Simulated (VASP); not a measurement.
**ZnS: single point with PBEsol**

The system is ZnS.

```
CELL_PARAMETERS angstrom
0.04017 2.67826 2.67826
2.71843 0.00000 2.71843
2.67826 2.67826 0.04017
ATOMIC_POSITIONS crystal
Zn 0.00000 0.00000 0.00000
S 0.75000 0.75000 0.75000
```

This cell differs from its parent crystal: strain +0.0300 x Voigt [0, 0, 0, 0, 1, 0].

```json
{"Program": "VASP 6.6.1", "Task": "single point", "Functional": "PBEsol", "Potentials or basis": "VASP PAW PBE potentials, release 64 (Zn, S)", "Cutoff": "520 eV", "k mesh": "10 × 10 × 10", "Occupations": "gaussian, width 0.05 eV", "Spin": "no spin polarisation", "Dipole correction": "no", "Further INCAR settings": "ALGO = Normal; EDIFF = 1e-06; NBANDS = 16"}
```

```yaml
Pressure: 0.3 GPa
Largest_force: 0.186 eV/Å
Band_gap_on_the_k_mesh: 2.03 eV
```

Forces on the atoms (eV/Å):
```
Zn   0.000 -0.186  0.000
S    0.000  0.186  0.000
```

Stress tensor (GPa, compression positive):
```
 0.32  0.00 -2.22
 0.00  0.29  0.00
-2.22  0.00  0.32
```

Levels at points of the mesh, in eV from the valence-band top:
```
           k point  band 6  band 7  band 8  band 9  band 10  band 11  band 12  band 13
(0.00, 0.00, 0.00)   -6.01   -0.11   -0.07    0.00     2.03     6.02     6.24     6.45
(0.50, 0.00, 0.00)   -5.79   -5.61   -1.04   -1.03     3.09     6.59     6.80     8.77
(0.00, 0.50, 0.00)   -5.83   -5.57   -0.93   -0.90     3.28     6.72     6.94     8.69
(0.50, 0.50, 0.00)   -5.79   -4.77   -2.41   -2.40     3.12     3.90    10.88    11.98
(0.50, 0.00, 0.50)   -5.79   -4.77   -2.56   -2.25     3.07     3.96    10.96    11.96
```

It took 81 s on 1 thread of AMD EPYC 7R13 Processor (Zen 3) (shared host), peak memory 0.2 GiB.

Caveat: the cell differs from its parent crystal (strain +0.0300 x Voigt [0, 0, 0, 0, 1, 0]); the PAW data sets were made with another functional, which shifts forces and pressure a little.
